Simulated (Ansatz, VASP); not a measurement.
Two plane-wave programs on C

Contents of INCAR:

```
PREC = Accurate
ENCUT = 600
EDIFF = 1E-7
ISMEAR = 0
SIGMA = 0.1
LREAL = F
LASPH = T
NELM = 120
ALGO = Normal
ISIF = 3
LWAVE = F
LCHARG = F
GGA = CA
IBRION = 2
NSW = 100
EDIFFG = -0.05
GGA_COMPAT = F
NELMIN = 4
```

The input KPOINTS:

```
Automatic mesh
0
Gamma
  10 10 10
```

File POSCAR:

```
C
1.0
    0.0000000000      1.7833700000      1.7833700000
    1.7833700000      0.0000000000      1.7833700000
    1.7833700000      1.7833700000      0.0000000000
C
2
Direct
    0.0000000000      0.0000000000      0.0000000000
    0.2500000000      0.2500000000      0.2500000000
```

Input for Ansatz:

```yaml
crystal:
  lattice:
    - [0.0, 1.78337, 1.78337]
    - [1.78337, 0.0, 1.78337]
    - [1.78337, 1.78337, 0.0]
  atoms:
    - { symbol: C, position: [0.0, 0.0, 0.0] }
    - { symbol: C, position: [0.25, 0.25, 0.25] }
basis:
  ecutwfc: 420
kpoints:
  mp_grid: { grid: [10, 10, 10] }
hamiltonian:
  xc: lda
scf:
  occupations: { method: gaussian, width: 0.1 }
output:
  forces: true
  stress: true
  eigenvalues: true
relax:
  adjacent_minimum: "off"
  f_tol: 0.05
  max_steps: 80
  cell: { stress_tol: 0.5 }
```

Alike in both runs: task relaxation of cell and atoms; functional LDA; k mesh 10 × 10 × 10; occupations gaussian, width 0.1 eV; no spin polarisation.

```csv
,VASP,Ansatz
version,VASP 6.6.1,Ansatz 0.2.0
potentials or method,"VASP PAW LDA potentials, release 64 (C), cutoff 600 eV","scalar-relativistic, plane waves, PAW"
valence electrons in the cell,8,8
```

VASP gave:

```
gap on the k mesh at the Fermi level, each at its own relaxed structure (eV) : 4.20
relaxed volume (Å³/atom)                                                     : 5.52
relaxed cell length with the largest relative difference (Å)                 : 2.499
```

Problem. Estimate Ansatz's values.

Solution. gap on the k mesh at the Fermi level, each at its own relaxed structure (eV): 4.21; relaxed volume (Å³/atom): 5.51; relaxed cell length with the largest relative difference (Å): 2.498.

LDA's correlation is that of Perdew and Zunger in VASP and of Perdew and Wang (1992) in Ansatz.
